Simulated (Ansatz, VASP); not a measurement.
# Cu in VASP and in Ansatz

File INCAR:

```
SYSTEM = Cu
ALGO = Normal
DIPOL = 0.5 0.5 0.500
EDIFF = 1E-6
ENCUT = 520
GGA = PE
IDIPOL = 3
ISIF = 2
ISMEAR = -1
LASPH = .TRUE.
LCHARG = .FALSE.
LDIPOL = .TRUE.
LREAL = .FALSE.
LWAVE = .FALSE.
NBANDS = 36
NELM = 60
PREC = Accurate
SIGMA = 0.05
```

The input KPOINTS:

```
k-points
0
G
  16 11 1
  0 0 0
```

The input POSCAR:

```
Cu
1.0
    2.5664536728      0.0000000000      0.0000000000
    0.0000000000      3.6295135912      0.0000000000
    0.0000000000      0.0000000000     26.9627000000
Cu
5
Direct
    0.0000000000      0.0000000000      0.4079704982
    0.5000000000      0.5000000000      0.4511598230
    0.0000000000      0.0000000000      0.5000000002
    0.5000000000      0.5000000000      0.5488401775
    0.0000000000      0.0000000000      0.5920295018
```

Input for Ansatz:

```yaml
crystal:
  lattice:
    - [2.5664536728, 0.0, 0.0]
    - [0.0, 3.6295135912, 0.0]
    - [0.0, 0.0, 26.9627]
  atoms:
    - { symbol: Cu, position: [0.0, 0.0, 0.4079704982] }
    - { symbol: Cu, position: [0.5, 0.5, 0.451159823] }
    - { symbol: Cu, position: [0.0, 0.0, 0.5000000002] }
    - { symbol: Cu, position: [0.5, 0.5, 0.5488401775] }
    - { symbol: Cu, position: [0.0, 0.0, 0.5920295018] }
kpoints:
  mp_grid: { grid: [16, 11, 1] }
scf:
  occupations: { method: fermi_dirac, width: 0.05 }
hamiltonian:
  xc: pbe
  pseudopotentials: { kind: all_electron, lapw: { basis_error: 0.001 } }
output:
  forces: true
  stress: true
  eigenvalues: true
efield:
  axis: 3
  amplitude: 0
  dipole_correction: true
```

Alike in both runs: task single point; functional PBE; k mesh 16 × 11 × 1; occupations fermi-dirac, width 0.05 eV; no spin polarisation.

|  | VASP | Ansatz |
| --- | --- | --- |
| version | VASP 6.6.1 | Ansatz 0.2.0 |
| potentials or method | VASP PAW PBE potentials, release 64 (Cu), cutoff 520 eV | all-electron LAPW, scalar-relativistic |

|  | VASP | Ansatz | Ansatz less VASP |
| --- | --- | --- | --- |
| rms of the force components (eV/Å) | 0.013 | 0.003 | -0.0101 |

Atom by atom the forces differ by 0.010 eV/Å (rms over components). Ansatz ran all-electron here, and VASP with PAW potentials.
